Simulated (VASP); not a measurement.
Runs of VASP 6.6.1 on Ru. The structure is that of space group P6_3/mmc (No. 194), or close to it. The cells are those of the table. 

```csv
task,cell,cutoff (eV),k mesh for the DOS,occupations for the DOS,gap on the mesh (eV),pressure (GPa)
single point,"a = 2.382, b = 2.382, c = 3.810 Å, angles 90.0, 90.0, 120.0°, 2 atoms",520,-,-,none,298.4
single point,"a = 2.497, b = 2.497, c = 3.978 Å, angles 90.0, 90.0, 120.0°, 2 atoms",520,-,-,none,140.3
relaxation of shape and atoms at fixed volume,"relaxed from a = 2.269, b = 2.269, c = 3.583 Å, angles 90.0, 90.0, 120.0°, 2 atoms",600,-,-,none,599.6
single point,"a = 2.721, b = 2.721, c = 4.296 Å, angles 90.0, 90.0, 120.0°, 2 atoms",520,-,-,none,(a)
single point,"a = 2.603, b = 2.603, c = 4.131 Å, angles 90.0, 90.0, 120.0°, 2 atoms",520,-,-,none,54.2
single point,"a = 2.256, b = 2.256, c = 3.623 Å, angles 90.0, 90.0, 120.0°, 2 atoms",520,-,-,none,599.7
relaxation of shape and atoms at fixed volume,"relaxed from a = 2.393, b = 2.393, c = 3.778 Å, angles 90.0, 90.0, 120.0°, 2 atoms",600,-,-,none,298.4
```

Alike in all rows: level PBE; potentials or basis VASP PAW PBE potentials, release 64 (Ru_pv); no spin polarisation; k mesh 18 × 18 × 10; smearing fermi-dirac 0.08 eV.

Q: Estimate the missing entries.

A: (a) -0.1.

A k mesh can miss the band edges, and the runs leave out spin-orbit coupling on Ru.

A gap of «none» marks levels without a gap at the run's occupations.
